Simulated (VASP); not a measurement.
# BN (CsCl type) (Pm-3m) in VASP: a series of runs, part 2 of 2

VASP 6.6.1. The steps go on from the part before.

### Step 5. Relaxation of cell and atoms, PBE, target pressure 76 GPa, at which the enthalpy is minimised

INCAR

```
PREC = Accurate
ENCUT = 600
EDIFF = 1E-6
ISMEAR = -1
SIGMA = 0.05
LREAL = False
LASPH = True
NELM = 60
ALGO = Normal
ISIF = 3
LWAVE = False
LCHARG = False
GGA = PE
IBRION = 2
NSW = 32
EDIFFG = -0.005
PSTRESS = 760.0
```

KPOINTS

```
Automatic mesh
0
Gamma
  15 15 15
```

POSCAR

```
BN
1.0
    2.1664999241      0.0000000000      0.0000000000
    0.0000000000      2.1664999241      0.0000000000
    0.0000000000      0.0000000000      2.1664999241
B N
1 1
Direct
    0.0000000000      0.0000000000      0.0000000000
    0.5000000000      0.5000000000      0.5000000000
```

Potentials or basis: VASP PAW PBE potentials, release 64 (B, N).

On the command line:

```
cat potpaw_PBE.64/B/POTCAR potpaw_PBE.64/N/POTCAR > POTCAR
mpirun -np 1 vasp_std > vasp.out
```

OUTCAR:

```text
PREC = Accurate
   ENCUT = 600
   EDIFF = 1E-6
   ISMEAR = -1
   LREAL = False
   LASPH = True
   NELM = 60
   ISIF = 3
   GGA = PE
   IBRION = 2
   NSW = 32
   EDIFFG = -0.005
   PSTRESS = 760.0

 ion  position               nearest neighbor table
   1  0.000  0.000  0.000-   2 1.88   2 1.88   2 1.88   2 1.88   2 1.88   2 1.88   2 1.88   2 1.88

   2  0.500  0.500  0.500-   1 1.88   1 1.88   1 1.88   1 1.88   1 1.88   1 1.88   1 1.88   1 1.88

  LATTYP: Found a simple cubic cell.
 ALAT       =     2.1664999241

  Lattice vectors:

 A1 = (   2.1664999241,   0.0000000000,   0.0000000000)
 A2 = (   0.0000000000,   2.1664999241,   0.0000000000)
 A3 = (   0.0000000000,   0.0000000000,   2.1664999241)

Analysis of symmetry for initial positions (statically):
=====================================================================
 Subroutine PRICEL returns:
 Original cell was already a primitive cell.

 Routine SETGRP: Setting up the symmetry group for a
 simple cubic supercell.

 Subroutine GETGRP returns: Found 48 space group operations
 (whereof 48 operations were pure point group operations)
 out of a pool of 48 trial point group operations.

The static configuration has the point symmetry O_h .

Analysis of symmetry for dynamics (positions and initial velocities):
=====================================================================
 Subroutine PRICEL returns:
 Original cell was already a primitive cell.

 Routine SETGRP: Setting up the symmetry group for a
 simple cubic supercell.

 Subroutine GETGRP returns: Found 48 space group operations
 (whereof 48 operations were pure point group operations)
 out of a pool of 48 trial point group operations.

[... 122 lines left out ...]
  Fermi-wavevector in a.u.,A,eV,Ry     =   1.511284  2.855913 31.075434  2.283980
  Thomas-Fermi vector in A             =   2.621362
   LORBIT       =      0    0 simple, 1 ext, 2 COOP (PROOUT), +10 PAW based schemes
   GGA     = PE    functional components
   LHFCALC =     F    Hartree Fock is set to
   AEXX    =    0.0000 exact exchange contribution
   IVDW    =     0    specifies the selected vdW correction
   LEPSILON=     F    determine dielectric tensor
   LRPA    =     F    only Hartree local field effects (RPA)
 conjugate gradient relaxation of ions
 non-spin polarized calculation
  energy-cutoff  :      600.00
  volume of cell :       10.17
 maximum number of plane-waves:       350
 NGX is ok and might be reduce to    18
   NGX =  9   NGY =  9   NGZ =  9

--------------------------------------- Ionic step        1  -------------------------------------------

 number of electron       7.9999998 magnetization

 Free energy of the ion-electron system (eV)
  ---------------------------------------------------
  ext. energy  EPLUGINS =         0.00000000
  ---------------------------------------------------
  free energy    TOTEN  =        -9.55527956 eV

  energy without entropy =       -9.55039742  energy(sigma->0) =       -9.55283849

------------------------ aborting loop because EDIFF is reached ----------------------------------------

  FORCE on cell =-STRESS in cart. coord.  units (eV):
  Direction    XX          YY          ZZ          XY          YZ          ZX
  --------------------------------------------------------------------------------------
  -------------------------------------------------------------------------------------
  Total        4.7932821      4.7932821      4.7932821     -0.0000000      0.0000000      0.0000000
  in kB      755.2096666    755.2096666    755.2096666     -0.0000000      0.0000000      0.0000000
  external PRESSURE =      -4.7903334 kB  Pullay stress =     760.0000000 kB
[... 63 lines left out ...]
--------------------------------------- Ionic step        3  -------------------------------------------

 number of electron       7.9999998 magnetization

 Free energy of the ion-electron system (eV)
  ---------------------------------------------------
  ext. energy  EPLUGINS =         0.00000000
  ---------------------------------------------------
  free energy    TOTEN  =        -9.55179293 eV

  energy without entropy =       -9.54690017  energy(sigma->0) =       -9.54934655

 E-fermi :  11.9654     XC(G=0): -14.1928

 val. band max:       11.9455126122   @ k =   0.4667   0.3333   0.1333
 cond. band min:      12.0179948223   @ k =   0.4000   0.4000   0.4000
 fundamental gap:      0.0724822101
 Fermi energy:        11.9653980829

 k-point     1 :       0.0000    0.0000    0.0000
  band No.  band energies     occupation
      1     -12.0212      2.00000
      2       9.3914      2.00000
      3       9.3914      2.00000
      4       9.3914      2.00000
      5      16.4032      0.00000
      6      24.3993      0.00000
      7      24.3993      0.00000
      8      25.4242      0.00000
[... 243 lines left out ...]
 k-point    24 :       0.3333    0.2000    0.0000
  band No.  band energies     occupation
      1      -8.4121      2.00000
      2       1.1234      2.00000
      3       6.9135      2.00000
      4      12.1505      0.04811
      5      16.9458      0.00000
      6      19.7502      0.00000
      7      21.8824      0.00000
      8      23.0323      0.00000

 [... further k-points ...]
[... 5 lines left out ...]
  --------------------------------------------------------------------------------------
  -------------------------------------------------------------------------------------
  Total        4.8211660      4.8211660      4.8211660     -0.0000000     -0.0000000      0.0000000
  in kB      760.1537000    760.1537000    760.1537000     -0.0000000     -0.0000000      0.0000000
  external PRESSURE =       0.1537000 kB  Pullay stress =     760.0000000 kB
[... 21 lines left out ...]
  energy  without entropy=       -9.5469001675  energy(sigma->0) =       -9.54934655

  enthalpy is  TOTEN    =        -4.7316017848 eV   P V=        4.8201911409

 reached required accuracy - stopping structural energy minimisation
```

OSZICAR:

```text
N       E                     dE             d eps       ncg     rms          rms(c)
DAV:   1     0.167796615742E+02    0.16780E+02   -0.56864E+03  1944   0.114E+03
DAV:   2    -0.975999076387E+01   -0.26540E+02   -0.25287E+02  2656   0.185E+02
DAV:   3    -0.100133130635E+02   -0.25332E+00   -0.24969E+00  1992   0.201E+01
[... 17 lines left out ...]
       N       E                     dE             d eps       ncg     rms          rms(c)
DAV:   1    -0.955183053101E+01   -0.71837E-02   -0.10878E-03  2008   0.336E-01    0.470E-02
DAV:   2    -0.955179565075E+01    0.34880E-04   -0.22779E-04  2128   0.105E-01    0.111E-02
DAV:   3    -0.955179376044E+01    0.18903E-05   -0.64857E-06  1952   0.236E-02    0.638E-03
DAV:   4    -0.955179292571E+01    0.83473E-06   -0.87627E-07  1016   0.918E-03
   3 F= -.47316018E+01 E0= -.47291554E+01  d E =-.839367E-05
```

Wall time 14 s (1 thread of Intel Xeon Platinum 8488C (Sapphire Rapids), shared host); peak memory 0.11 GiB.

What came out:

```yaml
Free_energy: -9.5518 eV
Relaxed_volume: 5.08 Å³/atom
Relaxed_cell: a = 2.166 Å, b = 2.166 Å, c = 2.166 Å, α = 90.00°, β = 90.00°, γ = 90.00°
Space_group_after_relaxing_to_0.05_Å: Pm-3m (No. 221)
Energy_change_on_relaxing_the_enthalpy_is_what_falls: +1.7 meV/atom
Ionic_steps: 3
Pressure_after_relaxing: 76.0 GPa
Band_gap_on_the_k_mesh: zero (band 4 reaches 13.05 eV, above the bottom of band 5 at 9.63 eV)
```

Step by step:
| step | energy change (eV) | largest force (eV/Å) | pressure (GPa) | volume (Å³) |
| --- | --- | --- | --- | --- |
| 1 | 0.0000 | 0.0000 | 75.52 | 10.17 |
| 2 | 0.0106 | 0.0000 | 76.78 | 10.15 |
| 3 | 0.0035 | 0.0000 | 76.02 | 10.16 |

Final structure:
```
CELL_PARAMETERS angstrom
2.16598 0.00000 0.00000
0.00000 2.16598 0.00000
0.00000 0.00000 2.16598
ATOMIC_POSITIONS crystal
B 0.00000 0.00000 0.00000
N 0.50000 0.50000 0.50000
```

Levels at points of the mesh, in eV from the Fermi level:
| k point | band 1 | band 2 | band 3 | band 4 | band 5 | band 6 | band 7 | band 8 |
| --- | --- | --- | --- | --- | --- | --- | --- | --- |
| (0.00, 0.00, 0.00) | -23.99 | -2.57 | -2.57 | -2.57 | 4.44 | 12.43 | 12.43 | 13.46 |

Caveat: the cell is relaxed towards a set pressure, so the enthalpy falls and the energy may rise.

### Step 6. Summary

| task | cell | cutoff (eV) | gap on the mesh (eV) | pressure (GPa) |
| --- | --- | --- | --- | --- |
| single point | a = 2.166 Å, 2 atoms | 520 | none | 75.9 |
| relaxation of cell and atoms | relaxed to 76 GPa from a = 2.062 Å, 2 atoms | 600 | none | 76.0 |
| relaxation of cell and atoms | relaxed to 76 GPa from a = 2.166 Å, 2 atoms | 600 | none | 76.0 |

Alike in all rows: level PBE; potentials or basis VASP PAW PBE potentials, release 64 (B, N); no spin polarisation; k mesh 15 × 15 × 15; smearing fermi-dirac 0.05 eV.

Caveats: the cell is relaxed towards a set pressure, so the enthalpy falls and the energy may rise (some runs); the volume moved by over 15 % at a fixed basis, so the end points are rough (some runs).

Total energies depend on the potentials used, so only differences within one code and one set of settings carry meaning.
